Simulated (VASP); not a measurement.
# Os (P6_3/mmc) in VASP: a series of runs

The runs below take Os through single point, with PBEsol.

All numbers are computed with VASP 6.6.1; they aren't measurements. Logs are shortened: lines on timing, memory, paths and dates and some standing lists are left out, and cuts for length are marked.

### Step 1. The cell of the first run

It takes space group P6_3/mmc (No. 194, hexagonal). Conventional cell: a = 2.688 Å, b = 2.688 Å, c = 4.257 Å, α = 90.00°, β = 90.00°, γ = 120.00°. Within 3.5 Å of Os (site symmetry -6m2) lie 12 Os at 2.63 to 2.69 Å.

### Step 2. Single point, PBEsol

The input, INCAR:

```
SYSTEM = Os
PREC = Accurate
ENCUT = 520
EDIFF = 1E-7
ISMEAR = -1
SIGMA = 0.05
LREAL = .FALSE.
LASPH = .TRUE.
NELM = 60
ALGO = Fast
ISIF = 2
LWAVE = .FALSE.
LCHARG = .FALSE.
GGA = PS
NBANDS = 15
```

The input, KPOINTS:

```
Automatic mesh
0
G
  11 11 6
  0 0 0
```

The input, POSCAR:

```
Os
1.0
    2.6883486051      0.0000000000      0.0000000000
   -1.3441743025      2.3281781862      0.0000000000
    0.0000000000      0.0000000000      4.2571904753
Os
2
Direct
    0.6666666667      0.3333333333      0.7500000000
    0.3333333333      0.6666666667      0.2500000000
```

Potentials or basis: VASP PAW PBE potentials, release 64 (Os).

Started as:

```sh
$ cat potpaw_PBE.64/Os/POTCAR > POTCAR
$ mpirun -np 1 vasp_std > vasp.out
```

OUTCAR:

```text
SYSTEM = Os
   PREC = Accurate
   ENCUT = 520
   EDIFF = 1E-7
   ISMEAR = -1
   LREAL = .FALSE.
   LASPH = .TRUE.
   NELM = 60
   ISIF = 2
   GGA = PS

 ion  position               nearest neighbor table
   1  0.667  0.333  0.750-   2 2.63   2 2.63   2 2.63   2 2.63   2 2.63   2 2.63
   2  0.333  0.667  0.250-   1 2.63   1 2.63   1 2.63   1 2.63   1 2.63   1 2.63

  LATTYP: Found a hexagonal cell.
 ALAT       =     2.6883486051
 C/A-ratio  =     1.5835708461

  Lattice vectors:

 A1 = (   2.6883486051,   0.0000000000,   0.0000000000)
 A2 = (  -1.3441743025,   2.3281781862,   0.0000000000)
 A3 = (   0.0000000000,   0.0000000000,   4.2571904753)

Analysis of symmetry for initial positions (statically):
=====================================================================
 Subroutine PRICEL returns:
 Original cell was already a primitive cell.

 Routine SETGRP: Setting up the symmetry group for a
 hexagonal supercell.

 Subroutine GETGRP returns: Found 24 space group operations
 (whereof 12 operations were pure point group operations)
 out of a pool of 24 trial point group operations.

The static configuration has the point symmetry D_3d.
 The point group associated with its full space group is D_6h.

Analysis of symmetry for dynamics (positions and initial velocities):
=====================================================================
 Subroutine PRICEL returns:
 Original cell was already a primitive cell.

 Routine SETGRP: Setting up the symmetry group for a
 hexagonal supercell.

 Subroutine GETGRP returns: Found 24 space group operations
 (whereof 12 operations were pure point group operations)
 out of a pool of 24 trial point group operations.

The dynamic configuration has the point symmetry D_3d.
 The point group associated with its full space group is D_6h.

 Subroutine INISYM returns: Found 24 space group operations
 (whereof 12 operations are pure point group operations),
 and found     1 'primitive' translations

----------------------------------------------------------------------------------------

                                     Primitive cell

  volume of cell :      26.6456

  direct lattice vectors                    reciprocal lattice vectors
     2.688348605  0.000000000  0.000000000     0.371975568  0.214760194  0.000000000
    -1.344174302  2.328178186  0.000000000     0.000000000  0.429520389  0.000000000
     0.000000000  0.000000000  4.257190475     0.000000000  0.000000000  0.234896701

  length of vectors
     2.688348605  2.688348605  4.257190475     0.429520389  0.429520389  0.234896701

  position of ions in fractional coordinates (direct lattice)
     0.666666667  0.333333333  0.750000000
     0.333333333  0.666666667  0.250000000

  ion indices of the primitive-cell ions
   primitive index   ion index
                 1           1
                 2           2

----------------------------------------------------------------------------------------

 KPOINTS: Automatic mesh

Automatic generation of k-mesh.
 Grid dimensions read from file:
 generate k-points for:   11   11    6

 Generating k-lattice:

  Cartesian coordinates                     Fractional coordinates (reciprocal lattice)
     0.033815961  0.019523654  0.000000000     0.090909091  0.000000000  0.000000000
     0.000000000  0.039047308  0.000000000     0.000000000  0.090909091  0.000000000
     0.000000000  0.000000000  0.039149450     0.000000000  0.000000000  0.166666667

  Length of vectors
     0.039047308  0.039047308  0.039149450

  Shift w.r.t. Gamma in fractional coordinates (k-lattice)
     0.000000000  0.000000000  0.000000000

 Subroutine IBZKPT returns following result:
 ===========================================

 Found     64 irreducible k-points:

 Following reciprocal coordinates:
            Coordinates               Weight
  0.000000  0.000000  0.000000      1.000000
  0.090909 -0.000000  0.000000      6.000000
  0.181818  0.000000  0.000000      6.000000
  0.272727  0.000000  0.000000      6.000000
  0.363636  0.000000  0.000000      6.000000
  0.454545 -0.000000  0.000000      6.000000
[... 16 lines left out ...]
  0.090909  0.090909  0.166667     12.000000
  0.181818  0.090909  0.166667     24.000000
 [... further k-points ...]
   k-points           NKPTS =     64   k-points in BZ     NKDIM =     64   number of bands    NBANDS=     15
   number of dos      NEDOS =    301   number of ions     NIONS =      2
   total plane-waves  NPLWV =  12800
   dimension x,y,z NGX =    20 NGY =   20 NGZ =   32
   dimension x,y,z NGXF=    40 NGYF=   40 NGZF=   64
   ions per type =               2
   NGX,Y,Z   is equivalent  to a cutoff of  12.37, 12.37, 12.50 a.u.
   NGXF,Y,Z  is equivalent  to a cutoff of  24.74, 24.74, 24.99 a.u.
 SYSTEM =  Os
   PREC   = accura    normal or accurate (medium, high low for compatibility)
   ISTART =      0    job   : 0-new  1-cont  2-samecut
   ICHARG =      2    charge: 1-file 2-atom 10-const
   ISPIN  =      1    spin polarized calculation?
   LNONCOLLINEAR =      F non collinear calculations
   LSORBIT =      F    spin-orbit coupling
   LASPH  =      T    aspherical Exc in radial PAW
   ENCUT  =  520.0 eV  38.22 Ry    6.18 a.u.   5.00  5.00  7.92*2*pi/ulx,y,z
   NELM   =     60;   NELMIN=  2; NELMDL= -5     # of ELM steps
   EDIFF  = 0.1E-06   stopping-criterion for ELM
   LREAL  =      F    real-space projection
   EDIFFG = 0.1E-05   stopping-criterion for IOM
   NSW    =      0    number of steps for IOM
   IBRION =     -1    ionic relax: 0-MD 1-quasi-New 2-CG
   NFREE  =      0    steps in history (QN), initial steepest desc. (CG)
   ISIF   =      2    stress and relaxation
   ISYM   =      2    0-nonsym 1-usesym 2-fastsym
   POTIM  = 0.5000    time-step for ionic-motion
   TEBEG  =    0.0;   TEEND  =   0.0 temperature during run
   PSTRESS=    0.0 pullay stress
   NELECT =      16.0000    total number of electrons
   NUPDOWN=      -1.0000    fix difference up-down
   EMIN   =  10.00;   EMAX   =-10.00  energy-range for DOS
   EFERMI =   0.00;   METHOD = LEGACY
   ISMEAR =    -1;   SIGMA  =   0.05  broadening in eV -4-tet -1-fermi 0-gaus
   EFERMI_NEDOS =   21; number of points for ismear=-14 and -15
   IALGO  =     68    algorithm
   IMIX   =      4    mixing-type and parameters
     AMIX     =   0.40;   BMIX     =  1.00
     AMIX_MAG =   1.60;   BMIX_MAG =  1.00
  volume/ion in A,a.u.               =      13.32        89.91
  Fermi-wavevector in a.u.,A,eV,Ry     =   1.381147  2.609989 25.954020  1.907567
  Thomas-Fermi vector in A             =   2.505958
   LORBIT       =      0    0 simple, 1 ext, 2 COOP (PROOUT), +10 PAW based schemes
   GGA     = PS    functional components
   LHFCALC =     F    Hartree Fock is set to
   AEXX    =    0.0000 exact exchange contribution
   IVDW    =     0    specifies the selected vdW correction
   LEPSILON=     F    determine dielectric tensor
   LRPA    =     F    only Hartree local field effects (RPA)
 non-spin polarized calculation
 RMM-DIIS sequential band-by-band and
  energy-cutoff  :      520.00
  volume of cell :       26.65
 maximum number of plane-waves:       735
 NGX is ok and might be reduce to    20
   NGX =  9   NGY =  9   NGZ = 15

 number of electron      15.9999999 magnetization

 Free energy of the ion-electron system (eV)
  ---------------------------------------------------
  ext. energy  EPLUGINS =         0.00000000
  ---------------------------------------------------
  free energy    TOTEN  =       -24.40028835 eV

  energy without entropy =      -24.38806017  energy(sigma->0) =      -24.39417426

 E-fermi :  10.0194     XC(G=0): -14.4328

 val. band max:       10.0055979775   @ k =   0.3636   0.0000   0.3333
 cond. band min:      10.0451428972   @ k =   0.0000   0.0000   0.0000
 fundamental gap:      0.0395449197
 Fermi energy:        10.0193890175

 k-point     1 :       0.0000    0.0000    0.0000
  band No.  band energies     occupation
      1      -1.3801      2.00000
      2       1.7581      2.00000
      3       6.7708      2.00000
      4       6.7708      2.00000
      5       7.0145      2.00000
      6       7.6817      2.00000
      7       7.6817      2.00000
      8       8.4110      2.00000
      9       8.4110      2.00000
     10      10.0451      0.74801
     11      11.8907      0.00000
     12      11.8907      0.00000
     13      19.6753      0.00000
     14      24.0887      0.00000
     15      26.8479      0.00000

 k-point     2 :       0.0909   -0.0000    0.0000
  band No.  band energies     occupation
      1      -1.0278      2.00000
      2       2.0700      2.00000
      3       6.1693      2.00000
      4       7.0875      2.00000
      5       7.4218      2.00000
      6       7.5788      2.00000
      7       7.8850      2.00000
      8       7.9784      2.00000
      9       8.1595      2.00000
     10       8.9478      2.00000
     11      12.0669      0.00000
     12      13.5935      0.00000
     13      19.6528      0.00000
     14      24.8295      0.00000
     15      27.3037      0.00000

 k-point     3 :       0.1818    0.0000    0.0000
  band No.  band energies     occupation
      1      -0.0601      2.00000
      2       2.7934      2.00000
      3       5.4824      2.00000
      4       6.2966      2.00000
      5       6.9725      2.00000
      6       7.5956      2.00000
      7       8.0046      2.00000
      8       8.3159      2.00000
      9       8.3698      2.00000
     10       8.8306      2.00000
     11      12.4228      0.00000
     12      16.1062      0.00000
     13      19.4587      0.00000
     14      26.2288      0.00000
     15      27.5818      0.00000

 k-point     4 :       0.2727    0.0000    0.0000
  band No.  band energies     occupation
      1       1.2067      2.00000
      2       3.0850      2.00000
      3       4.8044      2.00000
      4       5.4690      2.00000
      5       6.8263      2.00000
      6       6.9992      2.00000
      7       7.8645      2.00000
      8       9.4063      1.99999
      9       9.6015      1.99953
     10      10.1116      0.27320
     11      12.7360      0.00000
     12      18.6343      0.00000
     13      19.0825      0.00000
     14      24.0515      0.00000
     15      25.9790      0.00000
[... 307 lines left out ...]
 k-point    22 :       0.4545   -0.0000    0.1667
  band No.  band energies     occupation
      1       2.0148      2.00000
      2       2.4916      2.00000
      3       4.0725      2.00000
      4       5.2770      2.00000
      5       6.5783      2.00000
      6       7.8693      2.00000
      7       9.0433      2.00000
      8      11.9359      0.00000
      9      12.3426      0.00000
     10      12.8745      0.00000
     11      13.5270      0.00000
     12      16.5485      0.00000
     13      19.3559      0.00000
     14      21.7131      0.00000
     15      23.4259      0.00000

 k-point    23 :       0.0909    0.0909    0.1667
  band No.  band energies     occupation
      1      -0.0402      2.00000
      2       2.7151      2.00000
      3       5.6343      2.00000
      4       6.0696      2.00000
      5       6.8763      2.00000
      6       7.2809      2.00000
      7       7.7754      2.00000
      8       8.1545      2.00000
      9       8.9315      2.00000
     10       8.9869      2.00000
     11      12.2040      0.00000
     12      14.3633      0.00000
     13      21.1539      0.00000
     14      25.4954      0.00000
     15      27.6916      0.00000

 k-point    24 :       0.1818    0.0909    0.1667
  band No.  band energies     occupation
      1       1.0381      2.00000
      2       3.4627      2.00000
      3       4.9431      2.00000
      4       5.1752      2.00000
      5       6.4994      2.00000
      6       7.1792      2.00000
      7       7.8114      2.00000
      8       8.8114      2.00000
      9       9.4817      1.99996
     10       9.8909      1.85784
     11      12.3770      0.00000
     12      15.9822      0.00000
     13      21.0826      0.00000
     14      25.8067      0.00000
     15      26.7700      0.00000

 [... further k-points ...]

------------------------ aborting loop because EDIFF is reached ----------------------------------------

  FORCE on cell =-STRESS in cart. coord.  units (eV):
  Direction    XX          YY          ZZ          XY          YZ          ZX
  --------------------------------------------------------------------------------------
  -------------------------------------------------------------------------------------
  Total        3.5320710      3.5320710      3.5138954      0.0000000     -0.0000000      0.0000000
  in kB      212.3807407    212.3807407    211.2878520      0.0000000     -0.0000000      0.0000000
  external PRESSURE =     212.0164445 kB  Pullay stress =       0.0000000 kB

 VOLUME and BASIS-vectors are now :
 -----------------------------------------------------------------------------
  energy-cutoff  :      520.00
  volume of cell :       26.65
      direct lattice vectors                 reciprocal lattice vectors
     2.688348605  0.000000000  0.000000000     0.371975568  0.214760194  0.000000000
    -1.344174302  2.328178186  0.000000000     0.000000000  0.429520389  0.000000000
     0.000000000  0.000000000  4.257190475     0.000000000  0.000000000  0.234896701

 POSITION                                       TOTAL-FORCE (eV/Angst)
 -----------------------------------------------------------------------------------
      1.34417      0.77606      3.19289        -0.000000     -0.000000      0.000000
     -0.00000      1.55212      1.06430         0.000000      0.000000      0.000000
 -----------------------------------------------------------------------------------
    total drift:                                0.000000     -0.000000     -0.000000

  FREE ENERGIE OF THE ION-ELECTRON SYSTEM (eV)
  ---------------------------------------------------
  free  energy   TOTEN  =       -24.4002883512 eV

  energy  without entropy=      -24.3880601720  energy(sigma->0) =      -24.39417426
```

Wall time 42 s (1 thread of Intel Xeon 8259CL, shared host); peak memory 0.15 GiB.

Results:

| Item | Value |
| --- | --- |
| Free energy | -24.4003 eV |
| Pressure | 21.2 GPa |
| Band gap on the k mesh | zero (bands 8 and 9 overlap by 4.21 eV) |

Stress tensor (GPa, compression positive):
```
21.24  0.00  0.00
 0.00 21.24  0.00
 0.00  0.00 21.13
```

Caveat: the cell stands under pressure; the PAW data sets were made with another functional, which shifts forces and pressure a little; spin-orbit coupling is left out, which moves the levels of the heavy elements.

(Part 1 of 2 ends here.)
